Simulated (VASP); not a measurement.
## GaP: single point with PBEsol

GaP:

```xyz
2
Lattice="0.0000 2.6230 2.6941 2.6941 0.0000 2.6941 2.6941 2.6230 0.0000" Properties=species:S:1:pos:R:3 pbc="T T T"
Ga    0.0000    0.0000    0.0000
P     4.0412    3.9345    4.0412
```

This cell differs from its parent crystal: volume 19.039 Å^3 an atom, c/a of the conventional cell 0.9736.

| Property | Result |
| --- | --- |
| Program | VASP 6.6.1 |
| Task | single point |
| Functional | PBEsol |
| Potentials or basis | VASP PAW PBE potentials, release 64 (Ga_d, P) |
| Cutoff | 520 eV |
| k mesh | 10 × 10 × 10 |
| Occupations | gaussian, width 0.05 eV |
| Spin | no spin polarisation |
| Dipole correction | no |
| Further INCAR settings | ALGO = Normal; EDIFF = 1e-07; NBANDS = 16 |

* Pressure: 5.1 GPa
* Band gap on the k mesh: 1.11 eV, indirect (least direct gap 2.15 eV)

Stress tensor (GPa, compression positive):
```
4.50 0.00 0.00
0.00 6.38 0.00
0.00 0.00 4.50
```

Levels at points of the mesh, in eV from the valence-band top:
| k point | band 6 | band 7 | band 8 | band 9 | band 10 | band 11 | band 12 | band 13 |
| --- | --- | --- | --- | --- | --- | --- | --- | --- |
| (0.00, 0.00, 0.00) | -13.10 | -0.15 | -0.15 | 0.00 | 2.15 | 3.67 | 3.73 | 3.73 |
| (0.50, 0.00, 0.00) | -10.80 | -7.16 | -1.44 | -1.21 | 1.65 | 4.42 | 4.66 | 8.09 |
| (0.50, 0.50, 0.00) | -9.85 | -7.27 | -2.98 | -2.96 | 1.35 | 1.63 | 10.84 | 10.88 |
| (0.50, 0.00, 0.50) | -9.72 | -7.08 | -3.16 | -3.16 | 1.15 | 1.37 | 10.89 | 10.89 |

It took 39 s on 1 thread of AMD EPYC 9R45 96-Core Processor (Zen 5), on a shared host, peak memory 0.17 GiB.

Caveat: the PAW data sets were made with another functional, which shifts forces and pressure a little. A k mesh can miss the band edges.
